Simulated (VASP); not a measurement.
**AlN: single point with r2SCAN**

The system is AlN.

```
Al N
1.0
     3.14747    0.00000    0.00000
    -1.57373    2.72579    0.00000
     0.00000    0.00000    5.04365
Al N
2 2
Direct
  0.33333 0.66667 0.99932
  0.66667 0.33333 0.49932
  0.33333 0.66667 0.38068
  0.66667 0.33333 0.88068
```

* Program: VASP 6.6.1
* Task: single point
* Functional: r2SCAN
* Potentials or basis: VASP PAW PBE potentials, release 64 (Al, N)
* Cutoff: 660 eV
* k mesh: 12 × 12 × 6
* Occupations: fermi-dirac, width 0.02 eV
* Spin: no spin polarisation

```yaml
Pressure: -8.0 GPa
Largest_force: 0.003 eV/Å
Band_gap_on_the_k_mesh: 4.56 eV, direct
```

Forces in eV/Å, atoms in the order of the input:
```
Al   0.000  0.000  0.003
Al   0.000  0.000  0.003
N    0.000  0.000 -0.003
N    0.000  0.000 -0.003
```

Stress tensor (GPa, compression positive):
```
-8.23  0.00  0.00
 0.00 -8.23  0.00
 0.00  0.00 -7.56
```

Levels at points of the mesh, in eV from the valence-band top:
| k point | band 4 | band 5 | band 6 | band 7 | band 8 | band 9 | band 10 | band 11 | band 12 | band 13 |
| --- | --- | --- | --- | --- | --- | --- | --- | --- | --- | --- |
| (0.00, 0.00, 0.00) | -0.86 | -0.86 | -0.21 | -0.21 | 0.00 | 4.56 | 7.19 | 11.28 | 11.75 | 11.75 |
| (0.50, 0.00, 0.00) | -4.13 | -3.29 | -2.08 | -1.71 | -0.69 | 6.36 | 6.42 | 8.70 | 10.96 | 11.49 |
| (0.00, 0.00, 0.50) | -3.31 | -0.54 | -0.54 | -0.54 | -0.54 | 6.90 | 6.90 | 10.98 | 10.98 | 12.06 |
| (0.50, 0.00, 0.50) | -5.51 | -1.46 | -1.46 | -1.35 | -1.35 | 5.86 | 5.86 | 9.90 | 9.90 | 12.47 |

It took 110 s on 1 thread of Intel(R) Xeon(R) 6975P-C (Granite Rapids), with other jobs on the host, peak memory 0.22 GiB.

Caveat: the PAW data sets were made with another functional, which shifts forces and pressure a little. A k mesh can miss the band edges.
